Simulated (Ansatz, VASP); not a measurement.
# Ta: VASP beside Ansatz

The input INCAR:

```
ALGO     = Normal         # electronic algorithm
EDIFF    = 1E-6           # SCF threshold, eV
EDIFFG   = -0.005         # ionic threshold
ENCUT    = 600            # plane-wave cutoff, eV
GGA      = CA             # functional
IBRION   = 2              # ionic algorithm
ISIF     = 3              # what is computed and relaxed
ISMEAR   = 0              # smearing method
LASPH    = T              # aspherical terms in the spheres
LCHARG   = F              # write CHGCAR
LREAL    = F              # projectors in reciprocal space
LWAVE    = F              # write WAVECAR
NELM     = 100            # most SCF steps
NSW      = 70             # ionic steps
PREC     = Accurate       # precision mode
SIGMA    = 0.1            # smearing width, eV
```

File KPOINTS:

```
k-points
0
Gamma
  18 18 18
```

POSCAR

```
Ta
1.0
   -1.6593948215      1.6593948215      1.6593948215
    1.6593948215     -1.6593948215      1.6593948215
    1.6593948215      1.6593948215     -1.6593948215
Ta
1
Direct
    0.0000000000      0.0000000000      0.0000000000
```

Input for Ansatz:

```yaml
crystal:
  lattice:
    - [-1.6593948215, 1.6593948215, 1.6593948215]
    - [1.6593948215, -1.6593948215, 1.6593948215]
    - [1.6593948215, 1.6593948215, -1.6593948215]
  atoms:
    - { symbol: Ta, position: [0.0, 0.0, 0.0] }
basis:
  ecutwfc: 420
kpoints:
  mp_grid: { grid: [18, 18, 18] }
hamiltonian:
  xc: lda
scf:
  occupations: { method: gaussian, width: 0.1 }
output:
  forces: true
  stress: true
  eigenvalues: true
relax:
  adjacent_minimum: "off"
  f_tol: 0.005
  max_steps: 50
  cell: { stress_tol: 0.05 }
```

Alike in both runs: task relaxation of cell and atoms; functional LDA; k mesh 18 × 18 × 18; occupations gaussian, width 0.1 eV; no spin polarisation.

```csv
,VASP,Ansatz
version,VASP 6.6.1,Ansatz 0.2.0
potentials or method,"VASP PAW LDA potentials, release 64 (Ta_pv), cutoff 600 eV","scalar-relativistic, plane waves, PAW"
valence electrons in the cell,11,13
```

Ansatz gave:

| Item | Value |
| --- | --- |
| gap on the k mesh at the Fermi level, each at its own relaxed structure (eV) | none |
| relaxed volume (Å³/atom) | 17.21 |
| relaxed cell length with the largest relative difference (Å) | 2.817 |

**Question.** Estimate VASP's values.

**Answer.** gap on the k mesh at the Fermi level, each at its own relaxed structure (eV): none; relaxed volume (Å³/atom): 17.28; relaxed cell length with the largest relative difference (Å): 2.821.

LDA's correlation is that of Perdew and Zunger in VASP and of Perdew and Wang (1992) in Ansatz. A gap of «none» marks a metal or a gap that the smearing closes. VASP's potentials hold 11 valence electrons a cell and Ansatz's 13, so a difference there can come from the potentials and not from the codes.

Spin-orbit coupling is off throughout.
